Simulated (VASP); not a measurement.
# HfO2 in VASP: notebook, part 2 of 2

VASP 6.6.1. Earlier steps stand in the parts before.

### Step 4. Single point, PBE+U

INCAR reads:

```
PREC = Accurate
ENCUT = 520
EDIFF = 1E-6
ISMEAR = -1
SIGMA = 0.05
LREAL = F
LASPH = T
NELM = 150
ALGO = Normal
ISIF = 2
LWAVE = F
LCHARG = F
LMAXMIX = 4
LDAU = T
LDAUTYPE = 2
LDAUL = 2 -1
LDAUU = 8 0
LDAUJ = 0 0
LDAUPRINT = 1
GGA = PE
NBANDS = 18
```

KPOINTS reads:

```
regular mesh
0
Gamma
  7 7 7
```

POSCAR reads:

```
HfO2
1.0
    0.0000000000      2.5575000000      2.5575000000
    2.5575000000      0.0000000000      2.5575000000
    2.5575000000      2.5575000000      0.0000000000
Hf O
1 2
Direct
    0.0090260000      0.0007760000     -0.0152430000
    0.7464370000      0.7487370000      0.7572420000
    0.2510910000      0.2400870000      0.2500430000
```

Potentials or basis: VASP PAW PBE potentials, release 64 (Hf_pv, O).

Command:

```bash
$ cat potpaw_PBE.64/Hf_pv/POTCAR potpaw_PBE.64/O/POTCAR > POTCAR
$ mpirun -np 1 vasp_std > vasp.out
```

OUTCAR:

```text
PREC = Accurate
   ENCUT = 520
   EDIFF = 1E-6
   ISMEAR = -1
   LREAL = F
   LASPH = T
   NELM = 150
   ISIF = 2
   GGA = PE

 ion  position               nearest neighbor table
   1  0.009  0.001  0.985-   3 2.17   2 2.18   2 2.19   3 2.21   2 2.21   3 2.24   3 2.25   2 2.28

   2  0.746  0.749  0.757-   1 2.18   1 2.19   1 2.21   1 2.28
   3  0.251  0.240  0.250-   1 2.17   1 2.21   1 2.24   1 2.25

  LATTYP: Found a face centered cubic cell.
 ALAT       =     5.1150000000

  Lattice vectors:

 A1 = (   0.0000000000,   2.5575000000,   2.5575000000)
 A2 = (   2.5575000000,   0.0000000000,   2.5575000000)
 A3 = (   2.5575000000,   2.5575000000,   0.0000000000)

Analysis of symmetry for initial positions (statically):
=====================================================================
 Subroutine PRICEL returns:
 Original cell was already a primitive cell.

 Routine SETGRP: Setting up the symmetry group for a
 face centered cubic supercell.

 Subroutine GETGRP returns: Found  1 space group operations
 (whereof  1 operations were pure point group operations)
 out of a pool of 48 trial point group operations.

[... 194 lines left out ...]
  ext. energy  EPLUGINS =         0.00000000
  ---------------------------------------------------
  free energy    TOTEN  =       -26.06614820 eV

  energy without entropy =      -26.06614820  energy(sigma->0) =      -26.06614820

 E-fermi :   5.6215     XC(G=0): -11.7005

 val. band max:        4.5317183800   @ k =   0.1429  -0.4286  -0.4286
 cond. band min:       9.4199430506   @ k =   0.0000   0.4286   0.4286
 fundamental gap:      4.8882246706
 Fermi energy:         5.6214865023

 k-point     1 :       0.0000    0.0000    0.0000
  band No.  band energies     occupation
      1     -26.5396      2.00000
      2     -26.5308      2.00000
      3     -26.5198      2.00000
      4     -14.0886      2.00000
      5     -11.0752      2.00000
      6      -0.2097      2.00000
[... 481 lines left out ...]
      5     -11.6014      2.00000
      6       0.2706      2.00000
[... 10 lines left out ...]
     17      14.9663      0.00000
     18      16.3549      0.00000

 [... further k-points ...]
[... 5 lines left out ...]
  --------------------------------------------------------------------------------------
  -------------------------------------------------------------------------------------
  Total        3.4090074      3.3904416      3.3706383      0.1320956      0.3356311     -0.0077074
  in kB      163.2531626    162.3640704    161.4157137      6.3258955     16.0729610     -0.3690974
  external PRESSURE =     162.3443156 kB  Pullay stress =       0.0000000 kB

 VOLUME and BASIS-vectors are now :
 -----------------------------------------------------------------------------
  energy-cutoff  :      520.00
  volume of cell :       33.46
      direct lattice vectors                 reciprocal lattice vectors
     0.000000000  2.557500000  2.557500000    -0.195503421  0.195503421  0.195503421
     2.557500000  0.000000000  2.557500000     0.195503421 -0.195503421  0.195503421
     2.557500000  2.557500000  0.000000000     0.195503421  0.195503421 -0.195503421

 POSITION                                       TOTAL-FORCE (eV/Angst)
 -----------------------------------------------------------------------------------
      2.52050      2.54160      0.02507         0.452481      0.268895     -0.566588
      3.85154      3.84566      3.82391        -0.618958     -0.162933      0.152740
      1.25351      1.28165      1.25619         0.166477     -0.105962      0.413848
 -----------------------------------------------------------------------------------
    total drift:                                0.000290      0.000231     -0.000119

  FREE ENERGIE OF THE ION-ELECTRON SYSTEM (eV)
  ---------------------------------------------------
  free  energy   TOTEN  =       -26.0661482004 eV

  energy  without entropy=      -26.0661482004  energy(sigma->0) =      -26.06614820
```

OSZICAR:

```text
N       E                     dE             d eps       ncg     rms          rms(c)
DAV:   1     0.950500823109E+02    0.95050E+02   -0.12613E+04  6200   0.121E+03
DAV:   2    -0.289382880753E+02   -0.12399E+03   -0.11999E+03  7530   0.288E+02
DAV:   3    -0.329768834025E+02   -0.40386E+01   -0.40255E+01  7516   0.463E+01
DAV:   4    -0.329984549745E+02   -0.21572E-01   -0.21567E-01  7690   0.376E+00
DAV:   5    -0.329985869778E+02   -0.13200E-03   -0.13200E-03  7376   0.274E-01    0.459E+01
DAV:   6    -0.262628254059E+02    0.67358E+01   -0.21778E+01  6404   0.342E+01    0.428E+01
DAV:   7    -0.261229871518E+02    0.13984E+00   -0.80480E-01  7846   0.706E+00    0.325E+01
DAV:   8    -0.261093869435E+02    0.13600E-01   -0.58737E-01  7366   0.691E+00    0.133E+01
DAV:   9    -0.260656517815E+02    0.43735E-01   -0.14472E-01  7296   0.320E+00    0.309E+00
DAV:  10    -0.260660891876E+02   -0.43741E-03   -0.55304E-03  7686   0.580E-01    0.775E-02
DAV:  11    -0.260661447820E+02   -0.55594E-04   -0.21406E-04  7702   0.124E-01    0.296E-01
DAV:  12    -0.260661480822E+02   -0.33002E-05   -0.67032E-05  7026   0.545E-02    0.857E-02
DAV:  13    -0.260661482004E+02   -0.11819E-06   -0.49967E-06  7902   0.167E-02
   1 F= -.26066148E+02 E0= -.26066148E+02  d E =-.219695E-10
```

Run time: 98 s. Hardware: 1 thread of Intel Xeon Platinum 8488C (Sapphire Rapids), shared host; peak memory 0.23 GiB.

Results:

| Quantity | Value |
| --- | --- |
| Free energy | -26.0661 eV |
| Pressure | 16.2 GPa |
| Largest force | 0.773 eV/Å |
| Band gap on the k mesh | 4.89 eV (least direct gap 5.07 eV) |

Forces on the atoms (eV/Å):
```
Hf   0.452  0.269 -0.567
O   -0.619 -0.163  0.153
O    0.166 -0.106  0.414
```

Eigenvalues of the final occupation matrices:
| site | spin | trace | eigenvalues |
| --- | --- | --- | --- |
| site 1 d | 1 | 0.54 | 0.04 0.04 0.15 0.15 0.15 |
| site 1 d | 2 | 0.54 | 0.04 0.04 0.15 0.15 0.15 |

Caveat: the cell stands under pressure; spin-orbit coupling is left out, which moves the levels of the heavy elements.

### Step 5. Single point, PBE+U

INCAR reads:

```
SYSTEM = HfO2
PREC     = Accurate       ! precision mode
ENCUT    = 520            ! plane-wave cutoff, eV
EDIFF    = 1E-6           ! SCF threshold, eV
ISMEAR   = -1             ! smearing method
SIGMA    = 0.05           ! smearing width, eV
LREAL    = .FALSE.        ! projectors in reciprocal space
LASPH    = .TRUE.         ! aspherical terms in the spheres
NELM     = 150            ! most SCF steps
ALGO     = Normal         ! electronic algorithm
ISIF     = 2              ! what is computed and relaxed
LWAVE    = .FALSE.        ! write WAVECAR
LCHARG   = .FALSE.        ! write CHGCAR
LMAXMIX  = 4              ! l up to which the mixer works
LDAU     = .TRUE.         ! DFT+U
LDAUTYPE = 2            
LDAUL    = 2 -1           ! shell
LDAUU    = 8 0            ! U, eV
LDAUJ    = 0 0          
LDAUPRINT= 1            
GGA      = PE             ! functional
NBANDS   = 18             ! bands
```

KPOINTS reads:

```
Automatic mesh
0
G
  7 7 7
  0 0 0
```

POSCAR is that of step 4.

Command:

```bash
$ cat potpaw_PBE.64/Hf_pv/POTCAR potpaw_PBE.64/O/POTCAR > POTCAR
$ mpirun -np 1 vasp_std > vasp.out
```

It took 96 s on 1 thread of Intel Xeon Platinum 8488C (Sapphire Rapids), shared host; peak memory 0.23 GiB.

Results (log left out):

```
Free energy            : -26.0661 eV
Pressure               : 16.2 GPa
Largest force          : 0.773 eV/Å
Band gap on the k mesh : 4.89 eV (least direct gap 5.07 eV)
```

Forces on the atoms (eV/Å):
```
Hf   0.452  0.269 -0.567
O   -0.619 -0.163  0.153
O    0.166 -0.106  0.414
```

Stress tensor (GPa, compression positive):
```
16.33  0.63 -0.04
 0.63 16.24  1.61
-0.04  1.61 16.14
```

Levels at points of the mesh, in eV from the valence-band top:
| k point | band 8 | band 9 | band 10 | band 11 | band 12 | band 13 | band 14 | band 15 |
| --- | --- | --- | --- | --- | --- | --- | --- | --- |
| (0.00, 0.00, 0.00) | -4.64 | -0.60 | -0.57 | -0.57 | 5.27 | 5.81 | 5.83 | 11.13 |

Eigenvalues of the final occupation matrices:
| site | spin | trace | eigenvalues |
| --- | --- | --- | --- |
| site 1 d | 1 | 0.54 | 0.04 0.04 0.15 0.15 0.15 |
| site 1 d | 2 | 0.54 | 0.04 0.04 0.15 0.15 0.15 |

Caveat: the cell stands under pressure; spin-orbit coupling is left out, which moves the levels of the heavy elements.

### Step 6. Single point, PBE0

POSCAR reads:

```
HfO2
1.0
    0.0000000000      2.5575000000      2.5575000000
    2.5575000000      0.0000000000      2.5575000000
    2.5575000000      2.5575000000      0.0000000000
Hf O
1 2
Direct
    0.0000000000      0.0000000000      0.0000000000
    0.7500000000      0.7500000000      0.7500000000
    0.2500000000      0.2500000000      0.2500000000
```

INCAR.step1 reads:

```
SYSTEM = HfO2
PREC     = Accurate       ! precision mode
ENCUT    = 520            ! plane-wave cutoff, eV
EDIFF    = 1E-5           ! SCF threshold, eV
ISMEAR   = 0              ! smearing method
SIGMA    = 0.1            ! smearing width, eV
LREAL    = .FALSE.        ! projectors in reciprocal space
LASPH    = .TRUE.         ! aspherical terms in the spheres
NELM     = 100            ! most SCF steps
ALGO     = Normal         ! electronic algorithm
ISIF     = 2              ! what is computed and relaxed
LWAVE    = .TRUE.         ! write WAVECAR
LCHARG   = .FALSE.        ! write CHGCAR
GGA      = PE             ! functional
NBANDS   = 18             ! bands
```

INCAR.step2 reads:

```
SYSTEM = HfO2
PREC     = Accurate       ! precision mode
ENCUT    = 520            ! plane-wave cutoff, eV
EDIFF    = 1E-6           ! SCF threshold, eV
ISMEAR   = 0              ! smearing method
SIGMA    = 0.1            ! smearing width, eV
LREAL    = .FALSE.        ! projectors in reciprocal space
LASPH    = .TRUE.         ! aspherical terms in the spheres
NELM     = 100            ! most SCF steps
ALGO     = Normal         ! electronic algorithm
ISIF     = 2              ! what is computed and relaxed
LWAVE    = .FALSE.        ! write WAVECAR
LCHARG   = .FALSE.        ! write CHGCAR
GGA      = PE             ! functional
LHFCALC  = .TRUE.         ! exact exchange
AEXX     = 0.25           ! exact-exchange fraction
PRECFOCK = Normal       
ISTART   = 1            
NBANDS   = 18             ! bands
```

KPOINTS reads:

```
regular mesh
0
G
  5 5 5
  0 0 0
```

Potentials or basis: VASP PAW PBE potentials, release 64 (Hf_pv, O).

Command:

```bash
$ cat potpaw_PBE.64/Hf_pv/POTCAR potpaw_PBE.64/O/POTCAR > POTCAR
$ cp INCAR.step1 INCAR
$ mpirun -np 1 vasp_std > vasp.out
$ cp INCAR.step2 INCAR
$ mpirun -np 1 vasp_std > vasp.out
```

OUTCAR:

```text
SYSTEM = HfO2
   PREC = Accurate
   ENCUT = 520
   EDIFF = 1E-6
   ISMEAR = 0
   LREAL = .FALSE.
   LASPH = .TRUE.
   NELM = 100
   ISIF = 2
   GGA = PE
   LHFCALC = .TRUE.
   AEXX = 0.25
   PRECFOCK = Normal
   ISTART = 1

 ion  position               nearest neighbor table
   1  0.000  0.000  0.000-   2 2.21   2 2.21   2 2.21   2 2.21   3 2.21   3 2.21   3 2.21   3 2.21

   2  0.750  0.750  0.750-   1 2.21   1 2.21   1 2.21   1 2.21
   3  0.250  0.250  0.250-   1 2.21   1 2.21   1 2.21   1 2.21

  LATTYP: Found a face centered cubic cell.
 ALAT       =     5.1150000000

  Lattice vectors:

 A1 = (   0.0000000000,   2.5575000000,   2.5575000000)
 A2 = (   2.5575000000,   0.0000000000,   2.5575000000)
 A3 = (   2.5575000000,   2.5575000000,   0.0000000000)

Analysis of symmetry for initial positions (statically):
=====================================================================
 Subroutine PRICEL returns:
 Original cell was already a primitive cell.

 Routine SETGRP: Setting up the symmetry group for a
 face centered cubic supercell.

 Subroutine GETGRP returns: Found 48 space group operations
 (whereof 48 operations were pure point group operations)
 out of a pool of 48 trial point group operations.

The static configuration has the point symmetry O_h .

Analysis of symmetry for dynamics (positions and initial velocities):
=====================================================================
 Subroutine PRICEL returns:
 Original cell was already a primitive cell.

 Routine SETGRP: Setting up the symmetry group for a
 face centered cubic supercell.

 Subroutine GETGRP returns: Found 48 space group operations
 (whereof 48 operations were pure point group operations)
 out of a pool of 48 trial point group operations.

The dynamic configuration has the point symmetry O_h .

 Subroutine INISYM returns: Found 48 space group operations
 (whereof 48 operations are pure point group operations),
 and found     1 'primitive' translations
[... 107 lines left out ...]
   GGA     = PE    functional components
   LHFCALC =     T    Hartree Fock is set to
   PRECFOCK=normal    Normal, Fast or Accurate (Low or Medium for compatibility)
   ENCUT4O =  -1.0   cutoff for four orbital integrals eV
   NKREDX  =     1    reduce k-point grid by
   NKREDY  =     1    reduce k-point grid by
   NKREDZ  =     1    reduce k-point grid by
   AEXX    =    0.2500 exact exchange contribution
   HFSCREEN=    0.0000 screening length (either q_TF or 0.3 A-1)
   HFSCREENC=   0.0000 screening length for correlation (either q_TF or 0.3 A-1)
   ENCUTFOCK=  -1.0 apply spherical cutoff to Coloumb kernel
   IVDW    =     0    specifies the selected vdW correction
   LEPSILON=     F    determine dielectric tensor
   LRPA    =     F    only Hartree local field effects (RPA)
 non-spin polarized calculation
 Gauss-broadening in eV      SIGMA  =   0.10
  energy-cutoff  :      520.00
  volume of cell :       33.46
 maximum number of plane-waves:       914
  NGX = 24; NGY = 24; NGZ = 24

 number of electron      21.9999993 magnetization

 Free energy of the ion-electron system (eV)
  ---------------------------------------------------
  ext. energy  EPLUGINS =         0.00000000
  ---------------------------------------------------
  free energy    TOTEN  =       -38.35228928 eV

  energy without entropy =      -38.35228928  energy(sigma->0) =      -38.35228928

 E-fermi :   2.9795     XC(G=0):  -9.1886

 val. band max:        2.4269213646   @ k =  -0.4000   0.4000   0.0000
 cond. band min:       8.7916394883   @ k =   0.0000   0.0000   0.0000
 fundamental gap:      6.3647181237
 Fermi energy:         2.9794697672

 k-point     1 :       0.0000    0.0000    0.0000
  band No.  band energies     occupation
      1     -28.7284      2.00000
      2     -28.7284      2.00000
      3     -28.7284      2.00000
      4     -17.6770      2.00000
      5     -14.6062      2.00000
      6      -3.0070      2.00000
[... 187 lines left out ...]
      5     -15.6966      2.00000
      6      -2.9330      2.00000
[... 10 lines left out ...]
     17      16.9137      0.00000
     18      18.8936      0.00000

------------------------ aborting loop because EDIFF is reached ----------------------------------------

  FORCE on cell =-STRESS in cart. coord.  units (eV):
  Direction    XX          YY          ZZ          XY          YZ          ZX
  --------------------------------------------------------------------------------------
  -------------------------------------------------------------------------------------
  Total       -2.7741130     -2.7741130     -2.7741130      0.0000000      0.0000000     -0.0000000
  in kB     -132.8488534   -132.8488534   -132.8488534      0.0000000      0.0000000     -0.0000000
  external PRESSURE =    -132.8488534 kB  Pullay stress =       0.0000000 kB

 VOLUME and BASIS-vectors are now :
 -----------------------------------------------------------------------------
  energy-cutoff  :      520.00
  volume of cell :       33.46
      direct lattice vectors                 reciprocal lattice vectors
     0.000000000  2.557500000  2.557500000    -0.195503421  0.195503421  0.195503421
     2.557500000  0.000000000  2.557500000     0.195503421 -0.195503421  0.195503421
     2.557500000  2.557500000  0.000000000     0.195503421  0.195503421 -0.195503421

 POSITION                                       TOTAL-FORCE (eV/Angst)
 -----------------------------------------------------------------------------------
      0.00000      0.00000      0.00000         0.000000      0.000000      0.000000
      3.83625      3.83625      3.83625         0.000000      0.000000     -0.000000
      1.27875      1.27875      1.27875        -0.000000     -0.000000     -0.000000
 -----------------------------------------------------------------------------------
    total drift:                                0.000000     -0.000000     -0.000000

  FREE ENERGIE OF THE ION-ELECTRON SYSTEM (eV)
  ---------------------------------------------------
  free  energy   TOTEN  =       -38.3522892816 eV

  energy  without entropy=      -38.3522892816  energy(sigma->0) =      -38.35228928
```

It took 30 min on 1 thread of Intel Xeon Platinum 8488C (Sapphire Rapids), shared host; peak memory 0.18 GiB.

What came out:

```yaml
Free_energy: -38.3523 eV
Pressure: -13.3 GPa
Band_gap_on_the_k_mesh: 6.36 eV (least direct gap 6.67 eV)
```

Caveat: the k points lie up to 0.43 Å⁻¹ apart; the PAW data sets were made with another functional, which shifts forces and pressure a little; spin-orbit coupling is left out, which moves the levels of the heavy elements; an odd mesh through Γ misses points on the zone boundary, where band edges can lie.

### Step 7. Overview

| task | level | U | cell | k mesh | cutoff (eV) | smearing | grid for exact exchange (PRECFOCK) | share of exact exchange | gap on the mesh (eV) | pressure (GPa) |
| --- | --- | --- | --- | --- | --- | --- | --- | --- | --- | --- |
| relaxation of cell and atoms | PBE | - | relaxed to 20 GPa, atomic positions A | 9 × 9 × 9 | 600 | fermi-dirac 0.05 eV | - | - | 4.10 | 20.0 |
| relaxation of cell and atoms | PBE | - | relaxed to 30 GPa, atomic positions A | 9 × 9 × 9 | 600 | fermi-dirac 0.05 eV | - | - | 4.16 | 30.0 |
| single point | PBE+U | Hf d U = 8.0 eV | as given, atomic positions B | 7 × 7 × 7 | 520 | fermi-dirac 0.05 eV | - | - | 4.89 | 16.2 |
| single point | PBE0 | - | as given, atomic positions A | 5 × 5 × 5 | 520 | gaussian 0.1 eV | Normal | 0.25 | 6.36 | -13.3 |

Alike in all rows: potentials or basis VASP PAW PBE potentials, release 64 (Hf_pv, O); no spin polarisation.

Caveats: some runs use coarse meshes; spin-orbit coupling is left out, which moves the levels of the heavy elements; an odd mesh through Γ misses points on the zone boundary, where band edges can lie (at least some runs); the cell is relaxed towards a set pressure, so the run minimises the enthalpy, not the energy (at least some runs); the cell stands under pressure (at least some runs); the PAW data sets were made with another functional, which shifts forces and pressure a little (at least some runs).

Absolute energies hang on the potentials; compare differences alone.
